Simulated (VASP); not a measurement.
## KZrF4: relaxation of cell and atoms with PBE

The system is KZrF4.

```
K Zr F
1.0
     4.09609   -4.09609    0.00000
     4.09609    4.09609    0.00000
     0.00000    0.00000    3.76528
K Zr F
1 1 4
Direct
  0.50000 0.50000 0.50000
  0.00000 0.00000 0.00000
  0.69500 0.30500 0.00000
  0.30500 0.69500 0.00000
  0.80500 0.80500 0.50000
  0.19500 0.19500 0.50000
```

```yaml
Program: VASP 6.6.1
Task: relaxation of cell and atoms
Functional: PBE
Potentials_or_basis: VASP PAW PBE potentials, release 64 (K_sv, Zr_sv, F)
Cutoff: 600 eV
k_mesh: 4 × 4 × 4
Occupations: gaussian, width 0.1 eV
Spin: no spin polarisation
Dipole_correction: no
Further_INCAR_settings: ALGO = Fast; EDIFF = 1e-06; IBRION = 2; EDIFFG = -0.04; NSW = 90; ISIF = 3
```

```json
{
 "Relaxed volume": "19.02 Å³/atom",
 "Relaxed cell": "a = 5.574 Å, b = 5.574 Å, c = 3.672 Å, α = 90.00°, β = 90.00°, γ = 90.20°",
 "Space group after relaxing (to 0.1 Å)": "Cmmm (No. 65)",
 "Energy gained by relaxing": "528.1 meV/atom",
 "Ionic steps": "20",
 "Pressure after relaxing": "0.0 GPa",
 "Largest force after relaxing": "0.040 eV/Å",
 "Band gap on the k mesh": "zero (an odd number of electrons rules out a gap without spin polarisation)"
}
```

Forces in eV/Å, atoms in the order of the input:
```
K    0.000  0.000  0.000
Zr   0.000  0.000  0.000
F    0.000  0.040  0.000
F    0.000 -0.040  0.000
F   -0.003  0.000  0.000
F    0.003  0.000  0.000
```

Step by step:
```
step  energy change (eV)  largest force (eV/Å)  pressure (GPa)  volume (Å³)
   1              0.0000                3.3208          -10.23       126.35
   2             -2.5059                2.3813           -0.05       103.21
   3             -2.5929                1.3450            5.72        98.29
   4             -2.6012                1.5987            4.41        99.26
   5             -2.9086                0.4176            3.96       103.51
   6             -2.9264                0.8513            4.16       104.91
   7             -3.1111                0.4485           -0.56       111.99
   8             -3.1153                0.4651           -1.32       113.45
   9             -3.1431                0.2948           -0.65       113.42
  10             -3.1544                0.0856            0.16       113.37
  11             -3.1594                0.0969            0.30       113.63
  12             -3.1603                0.1973            0.39       113.78
  13             -3.1638                0.1342            0.02       114.37
  14             -3.1649                0.0932           -0.29       114.89
  15             -3.1663                0.0545           -0.20       114.67
  16             -3.1670                0.0225           -0.07       114.39
  17             -3.1677                0.0627            0.07       114.20
  18             -3.1679                0.0954            0.17       114.04
  19             -3.1684                0.0725            0.11       114.06
  20             -3.1689                0.0396            0.02       114.09
```

Final structure:
```cif
data_structure
_symmetry_space_group_name_H-M 'P 1'
_symmetry_Int_Tables_number 1
_cell_length_a 5.5744
_cell_length_b 5.5744
_cell_length_c 3.6718
_cell_angle_alpha 90.000
_cell_angle_beta 90.000
_cell_angle_gamma 90.197
_cell_volume 114.09
loop_
_atom_site_label
_atom_site_type_symbol
_atom_site_fract_x
_atom_site_fract_y
_atom_site_fract_z
_atom_site_occupancy
K1 K 0.50000 0.50000 0.50000 1
Zr1 Zr 0.00000 0.00000 0.00000 1
F1 F 0.74452 0.25548 0.00000 1
F2 F 0.25548 0.74452 0.00000 1
F3 F 0.84577 0.84577 0.50000 1
F4 F 0.15423 0.15423 0.50000 1
```

Levels at points of the mesh, in eV from the Fermi level:
```tsv
k point	band 21	band 22	band 23	band 24	band 25	band 26	band 27	band 28	band 29
(0.00, 0.00, 0.00)	-6.80	-6.74	-6.63	-6.53	-0.40	0.88	1.11	1.40	3.55
(0.50, 0.00, 0.00)	-6.89	-6.85	-6.78	-6.56	-0.03	0.92	1.07	2.06	2.54
(0.50, 0.50, 0.00)	-6.83	-6.74	-6.63	-6.60	0.03	0.90	1.04	2.56	3.03
(0.00, 0.00, 0.50)	-7.03	-6.85	-6.77	-6.57	-0.17	0.66	1.13	1.95	4.00
(0.50, 0.00, 0.50)	-6.95	-6.88	-6.80	-6.66	-0.10	0.60	1.10	1.83	4.25
(0.50, 0.50, 0.50)	-6.99	-6.86	-6.86	-6.53	0.04	0.59	1.12	1.80	3.39
```

Run time: 74 min on 1 thread of Oxide Virtual Turin-like Processor, on a shared host, peak memory 0.29 GiB.

Caveat: the k points lie up to 0.43 Å⁻¹ apart in the final cell, too coarse for converged energies and pressures of a metal; an odd number of electrons without spin polarisation forces a metal; a magnetic or distorted state may lie lower.
